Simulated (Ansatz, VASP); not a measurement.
## MgSe: VASP beside Ansatz

INCAR

```
ALGO = Normal
EDIFF = 1E-6
ENCUT = 600
GGA = PE
GGA_COMPAT = F
ISIF = 2
ISMEAR = 0
LASPH = T
LCHARG = F
LREAL = F
LWAVE = F
NBANDS = 11
NELM = 120
PREC = Accurate
SIGMA = 0.01
```

KPOINTS

```
k-points
0
Gamma
  6 6 6
```

File POSCAR:

```
MgSe
1.0
    0.0000000000      2.7817474712      2.7817474712
    2.7817474712      0.0000000000      2.7817474712
    2.7817474712      2.7817474712      0.0000000000
Mg Se
1 1
Direct
    0.0000000000      0.0000000000      0.0000000000
    0.5000000000      0.5000000000      0.5000000000
```

Input for Ansatz:

```yaml
crystal:
  lattice:
    - [0.0, 2.7817474712, 2.7817474712]
    - [2.7817474712, 0.0, 2.7817474712]
    - [2.7817474712, 2.7817474712, 0.0]
  atoms:
    - { symbol: Mg, position: [0.0, 0.0, 0.0] }
    - { symbol: Se, position: [0.5, 0.5, 0.5] }
kpoints:
  mp_grid: { grid: [6, 6, 6] }
hamiltonian:
  xc: pbe
scf:
  occupations: { method: fixed }
  n_extra_bands: 4
output:
  forces: true
  stress: true
  eigenvalues: true
```

Alike in both runs: task single point; functional PBE; k mesh 6 × 6 × 6; no spin polarisation.

|  | VASP | Ansatz |
| --- | --- | --- |
| version | VASP 6.6.1 | Ansatz 0.2.0 |
| potentials or method | VASP PAW PBE potentials, release 64 (Mg, Se) | plane waves, PAW |
| plane-wave cutoff (eV) | 600 | 420 |
| occupations | gaussian, width 0.01 eV | fixed |
| valence electrons in the cell | 8 | 26 |

|  | VASP | Ansatz | Ansatz less VASP |
| --- | --- | --- | --- |
| gap on the k mesh at the Fermi level (eV) | 1.69 | 1.72 | +0.024 |
| pressure (GPa) | -1.8 | -1.7 | +0.12 |

VASP's potentials hold 8 valence electrons a cell and Ansatz's 26, so a difference there can come from the potentials and not from the codes.
